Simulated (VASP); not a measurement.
# Ir (P6_3/mmc) in VASP: a series of runs

Ir is run at these levels: PBE; tasks: single point.

Program: VASP 6.6.1. These are calculated values, not measurements. Logs are shortened: lines on timing, memory, paths and dates and some standing lists are left out, and cuts for length are marked.

## Step 1: The cell of the first run

It takes space group P6_3/mmc (No. 194, hexagonal). The conventional cell has a = 2.665 Å, b = 2.665 Å, c = 4.097 Å, α = 90.00°, β = 90.00°, γ = 120.00°. Within 3.4 Å of Ir (site symmetry -6m2) lie 12 Ir at 2.56 to 2.67 Å.

## Step 2: Single point, PBE

Contents of INCAR:

```
SYSTEM = Ir
  PREC = Accurate
  ENCUT = 520
  EDIFF = 1E-7
  ISMEAR = 0
  SIGMA = 0.15
  LREAL = .FALSE.
  LASPH = .TRUE.
  NELM = 80
  ALGO = Fast
  ISIF = 2
  LWAVE = .FALSE.
  LCHARG = .FALSE.
  GGA = PE
  NBANDS = 16
```

Contents of KPOINTS:

```
Automatic mesh
0
G
  18 18 10
  0 0 0
```

Contents of POSCAR:

```
Ir
1.0
    2.6654000000      0.0000000000      0.0000000000
   -1.3327000000      2.3083041113      0.0000000000
    0.0000000000      0.0000000000      4.0967000000
Ir
2
Direct
    0.6666666667      0.3333333333      0.7500000000
    0.3333333333      0.6666666667      0.2500000000
```

Potentials or basis: VASP PAW PBE potentials, release 64 (Ir).

On the command line:

```bash
$ cat potpaw_PBE.64/Ir/POTCAR > POTCAR
$ mpirun -np 1 vasp_std > vasp.out
```

OUTCAR:

```text
SYSTEM = Ir
   PREC = Accurate
   ENCUT = 520
   EDIFF = 1E-7
   ISMEAR = 0
   LREAL = .FALSE.
   LASPH = .TRUE.
   NELM = 80
   ISIF = 2
   GGA = PE

 ion  position               nearest neighbor table
   1  0.667  0.333  0.750-   2 2.56   2 2.56   2 2.56   2 2.56   2 2.56   2 2.56
   2  0.333  0.667  0.250-   1 2.56   1 2.56   1 2.56   1 2.56   1 2.56   1 2.56

  LATTYP: Found a hexagonal cell.
 ALAT       =     2.6654000000
 C/A-ratio  =     1.5369925715

  Lattice vectors:

 A1 = (   2.6654000000,   0.0000000000,   0.0000000000)
 A2 = (  -1.3327000000,   2.3083041113,   0.0000000000)
 A3 = (   0.0000000000,   0.0000000000,   4.0967000000)

Analysis of symmetry for initial positions (statically):
=====================================================================
 Subroutine PRICEL returns:
 Original cell was already a primitive cell.

 Routine SETGRP: Setting up the symmetry group for a
 hexagonal supercell.

 Subroutine GETGRP returns: Found 24 space group operations
 (whereof 12 operations were pure point group operations)
 out of a pool of 24 trial point group operations.

The static configuration has the point symmetry D_3d.
 The point group associated with its full space group is D_6h.

Analysis of symmetry for dynamics (positions and initial velocities):
=====================================================================
 Subroutine PRICEL returns:
 Original cell was already a primitive cell.

 Routine SETGRP: Setting up the symmetry group for a
 hexagonal supercell.

 Subroutine GETGRP returns: Found 24 space group operations
 (whereof 12 operations were pure point group operations)
 out of a pool of 24 trial point group operations.

The dynamic configuration has the point symmetry D_3d.
 The point group associated with its full space group is D_6h.

 Subroutine INISYM returns: Found 24 space group operations
 (whereof 12 operations are pure point group operations),
 and found     1 'primitive' translations

----------------------------------------------------------------------------------------

                                     Primitive cell

  volume of cell :      25.2052

  direct lattice vectors                    reciprocal lattice vectors
     2.665400000  0.000000000  0.000000000     0.375178210  0.216609240  0.000000000
    -1.332700000  2.308304111  0.000000000     0.000000000  0.433218481  0.000000000
     0.000000000  0.000000000  4.096700000     0.000000000  0.000000000  0.244098909

  length of vectors
     2.665400000  2.665400000  4.096700000     0.433218481  0.433218481  0.244098909
[... 78 lines left out ...]
   LASPH  =      T    aspherical Exc in radial PAW
   ENCUT  =  520.0 eV  38.22 Ry    6.18 a.u.   4.96  4.96  7.62*2*pi/ulx,y,z
   NELM   =     80;   NELMIN=  2; NELMDL= -5     # of ELM steps
   EDIFF  = 0.1E-06   stopping-criterion for ELM
   LREAL  =      F    real-space projection
   EDIFFG = 0.1E-05   stopping-criterion for IOM
   NSW    =      0    number of steps for IOM
   IBRION =     -1    ionic relax: 0-MD 1-quasi-New 2-CG
   NFREE  =      0    steps in history (QN), initial steepest desc. (CG)
   ISIF   =      2    stress and relaxation
   ISYM   =      2    0-nonsym 1-usesym 2-fastsym
   POTIM  = 0.5000    time-step for ionic-motion
   TEBEG  =    0.0;   TEEND  =   0.0 temperature during run
   PSTRESS=    0.0 pullay stress
   NELECT =      18.0000    total number of electrons
   NUPDOWN=      -1.0000    fix difference up-down
   EMIN   =  10.00;   EMAX   =-10.00  energy-range for DOS
   EFERMI =   0.00;   METHOD = LEGACY
   ISMEAR =     0;   SIGMA  =   0.15  broadening in eV -4-tet -1-fermi 0-gaus
   EFERMI_NEDOS =   21; number of points for ismear=-14 and -15
   IALGO  =     68    algorithm
   IMIX   =      4    mixing-type and parameters
     AMIX     =   0.40;   BMIX     =  1.00
     AMIX_MAG =   1.60;   BMIX_MAG =  1.00
  volume/ion in A,a.u.               =      12.60        85.05
  Fermi-wavevector in a.u.,A,eV,Ry     =   1.463308  2.765252 29.133759  2.141271
  Thomas-Fermi vector in A             =   2.579418
   LORBIT       =      0    0 simple, 1 ext, 2 COOP (PROOUT), +10 PAW based schemes
   GGA     = PE    functional components
   LHFCALC =     F    Hartree Fock is set to
   AEXX    =    0.0000 exact exchange contribution
   IVDW    =     0    specifies the selected vdW correction
   LEPSILON=     F    determine dielectric tensor
   LRPA    =     F    only Hartree local field effects (RPA)
 non-spin polarized calculation
 RMM-DIIS sequential band-by-band and
 Gauss-broadening in eV      SIGMA  =   0.15
  energy-cutoff  :      520.00
  volume of cell :       25.21
 maximum number of plane-waves:       699
 NGX is ok and might be reduce to    20
   NGX =  9   NGY =  9   NGZ = 15

 number of electron      17.9999997 magnetization

 Free energy of the ion-electron system (eV)
  ---------------------------------------------------
  ext. energy  EPLUGINS =         0.00000000
  ---------------------------------------------------
  free energy    TOTEN  =       -16.67070382 eV

  energy without entropy =      -16.64424056  energy(sigma->0) =      -16.65747219

 E-fermi :  12.7708     XC(G=0): -14.6799

 val. band max:       12.7582383674   @ k =   0.2778   0.0556   0.4000
 cond. band min:      12.7716817094   @ k =   0.1667  -0.0000   0.5000
 fundamental gap:      0.0134433419
 Fermi energy:        12.7707722030

 k-point     1 :       0.0000    0.0000    0.0000
  band No.  band energies     occupation
      1       0.1275      2.00000
      2       3.1998      2.00000
      3       8.0003      2.00000
      4       8.0003      2.00000
      5       8.6017      2.00000
      6       8.9673      2.00000
[... 433 lines left out ...]
      3       4.5705      2.00000
      4       7.2640      2.00000
      5       7.7314      2.00000
      6       8.7276      2.00000
[... 8 lines left out ...]
     15      25.0379      0.00000
     16      27.0852      0.00000

 [... further k-points ...]
[... 5 lines left out ...]
  --------------------------------------------------------------------------------------
  -------------------------------------------------------------------------------------
  Total       10.0219529     10.0219529     15.7084334      0.0000000      0.0000000      0.0000000
  in kB      637.0497629    637.0497629    998.5133556      0.0000000      0.0000000      0.0000000
  external PRESSURE =     757.5376272 kB  Pullay stress =       0.0000000 kB

 VOLUME and BASIS-vectors are now :
 -----------------------------------------------------------------------------
  energy-cutoff  :      520.00
  volume of cell :       25.21
      direct lattice vectors                 reciprocal lattice vectors
     2.665400000  0.000000000  0.000000000     0.375178210  0.216609240  0.000000000
    -1.332700000  2.308304111  0.000000000     0.000000000  0.433218481  0.000000000
     0.000000000  0.000000000  4.096700000     0.000000000  0.000000000  0.244098909

 POSITION                                       TOTAL-FORCE (eV/Angst)
 -----------------------------------------------------------------------------------
      1.33270      0.76943      3.07253         0.000000     -0.000000      0.000000
     -0.00000      1.53887      1.02418        -0.000000      0.000000      0.000000
 -----------------------------------------------------------------------------------
    total drift:                               -0.000000      0.000000     -0.000000

  FREE ENERGIE OF THE ION-ELECTRON SYSTEM (eV)
  ---------------------------------------------------
  free  energy   TOTEN  =       -16.6707038154 eV

  energy  without entropy=      -16.6442405616  energy(sigma->0) =      -16.65747219
```

stdout:

```text
POSCAR found type information on POSCAR Ir
 POSCAR found :  1 types and       2 ions
 scaLAPACK will be used
 LDA part: xc-table for (Slater+PW92), standard interpolation
 POSCAR, INCAR and KPOINTS ok, starting setup
 FFT: planning ... GRIDC
 FFT: planning ... GRID_SOFT
 FFT: planning ... GRID
 WAVECAR not read
 entering main loop
```

Wall time 50 s (1 thread of Intel Xeon 6975P-C (Granite Rapids), shared host); peak memory 0.19 GiB.

Results:

* Free energy: -16.6707 eV
* Pressure: 75.8 GPa
* Band gap on the k mesh: zero (band 9 reaches 13.83 eV, above the bottom of band 10 at 9.88 eV)

Caveat: spin-orbit coupling is left out, which moves the levels of the heavy elements.

## Step 3: Single point, PBE

This run uses another cell than the first one, of 12.80 Å³/atom, 1.016 times its volume.

Contents of INCAR:

```
  PREC = Accurate
  ENCUT = 520
  EDIFF = 1E-6
  ISMEAR = 0
  SIGMA = 0.15
  LREAL = False
  LASPH = True
  NELM = 100
  ALGO = Normal
  ISIF = 2
  LWAVE = False
  LCHARG = False
  GGA = PE
  NBANDS = 16
```

Contents of KPOINTS:

```
regular mesh
0
Gamma
  18 18 10
```

Contents of POSCAR:

```
Ir
1.0
    2.5555000000      0.0000000000      0.0000000000
   -1.2777500000      2.2131279194      0.0000000000
    0.0000000000      0.0000000000      4.5272000000
Ir
2
Direct
    0.6666666667      0.3333333333      0.7500000000
    0.3333333333      0.6666666667      0.2500000000
```

Potentials or basis: VASP PAW PBE potentials, release 64 (Ir).

On the command line:

```bash
$ cat potpaw_PBE.64/Ir/POTCAR > POTCAR
$ mpirun -np 1 vasp_std > vasp.out
```

OUTCAR:

```text
PREC = Accurate
   ENCUT = 520
   EDIFF = 1E-6
   ISMEAR = 0
   LREAL = False
   LASPH = True
   NELM = 100
   ISIF = 2
   GGA = PE

 ion  position               nearest neighbor table
   1  0.667  0.333  0.750-   2 2.70   2 2.70   2 2.70   2 2.70   2 2.70   2 2.70
   2  0.333  0.667  0.250-   1 2.70   1 2.70   1 2.70   1 2.70   1 2.70   1 2.70

  LATTYP: Found a hexagonal cell.
 ALAT       =     2.5555000000
 C/A-ratio  =     1.7715515555

  Lattice vectors:

 A1 = (   2.5555000000,   0.0000000000,   0.0000000000)
 A2 = (  -1.2777500000,   2.2131279194,   0.0000000000)
 A3 = (   0.0000000000,   0.0000000000,   4.5272000000)

Analysis of symmetry for initial positions (statically):
=====================================================================
 Subroutine PRICEL returns:
 Original cell was already a primitive cell.

 Routine SETGRP: Setting up the symmetry group for a
 hexagonal supercell.

 Subroutine GETGRP returns: Found 24 space group operations
[... 159 lines left out ...]

 Free energy of the ion-electron system (eV)
  ---------------------------------------------------
  ext. energy  EPLUGINS =         0.00000000
  ---------------------------------------------------
  free energy    TOTEN  =       -16.70229145 eV

  energy without entropy =      -16.68051567  energy(sigma->0) =      -16.69140356

 E-fermi :  12.2372     XC(G=0): -14.5807

 val. band max:       12.2306340028   @ k =   0.2778   0.0000   0.4000
 cond. band min:      12.2397180701   @ k =   0.1111  -0.0000   0.4000
 fundamental gap:      0.0090840673
 Fermi energy:        12.2371516363

 k-point     1 :       0.0000    0.0000    0.0000
  band No.  band energies     occupation
      1       0.0070      2.00000
      2       2.8009      2.00000
      3       6.7771      2.00000
      4       7.8892      2.00000
      5       7.8892      2.00000
      6       8.4415      2.00000
[... 433 lines left out ...]
      3       4.4436      2.00000
      4       7.5804      2.00000
      5       7.9902      2.00000
      6       8.1557      2.00000
[... 8 lines left out ...]
     15      23.7617      0.00000
     16      26.6378      0.00000

 [... further k-points ...]
[... 5 lines left out ...]
  --------------------------------------------------------------------------------------
  -------------------------------------------------------------------------------------
  Total       13.6640878     13.6640878      4.8688199      0.0000000      0.0000000      0.0000000
  in kB      855.0256467    855.0256467    304.6647500      0.0000000      0.0000000      0.0000000
  external PRESSURE =     671.5720145 kB  Pullay stress =       0.0000000 kB

 VOLUME and BASIS-vectors are now :
 -----------------------------------------------------------------------------
  energy-cutoff  :      520.00
  volume of cell :       25.60
      direct lattice vectors                 reciprocal lattice vectors
     2.555500000  0.000000000  0.000000000     0.391312855  0.225924582  0.000000000
    -1.277750000  2.213127919  0.000000000     0.000000000  0.451849164  0.000000000
     0.000000000  0.000000000  4.527200000     0.000000000  0.000000000  0.220887083

 POSITION                                       TOTAL-FORCE (eV/Angst)
 -----------------------------------------------------------------------------------
      1.27775      0.73771      3.39540        -0.000000      0.000000      0.000000
     -0.00000      1.47542      1.13180         0.000000     -0.000000      0.000000
 -----------------------------------------------------------------------------------
    total drift:                               -0.000000      0.000000     -0.000000

  FREE ENERGIE OF THE ION-ELECTRON SYSTEM (eV)
  ---------------------------------------------------
  free  energy   TOTEN  =       -16.7022914459 eV

  energy  without entropy=      -16.6805156750  energy(sigma->0) =      -16.69140356
```

stdout:

```text
POSCAR found type information on POSCAR Ir
 POSCAR found :  1 types and       2 ions
 scaLAPACK will be used
 LDA part: xc-table for (Slater+PW92), standard interpolation
 POSCAR, INCAR and KPOINTS ok, starting setup
 FFT: planning ... GRIDC
 FFT: planning ... GRID_SOFT
 FFT: planning ... GRID
 WAVECAR not read
 entering main loop
```

Wall time 30 s (1 thread of Intel Xeon 6975P-C (Granite Rapids), shared host); peak memory 0.2 GiB.

What came out:

* Free energy: -16.7023 eV
* Pressure: 67.2 GPa
* Band gap on the k mesh: zero (band 9 reaches 14.13 eV, above the bottom of band 10 at 9.78 eV)

Caveat: spin-orbit coupling is left out, which moves the levels of the heavy elements.
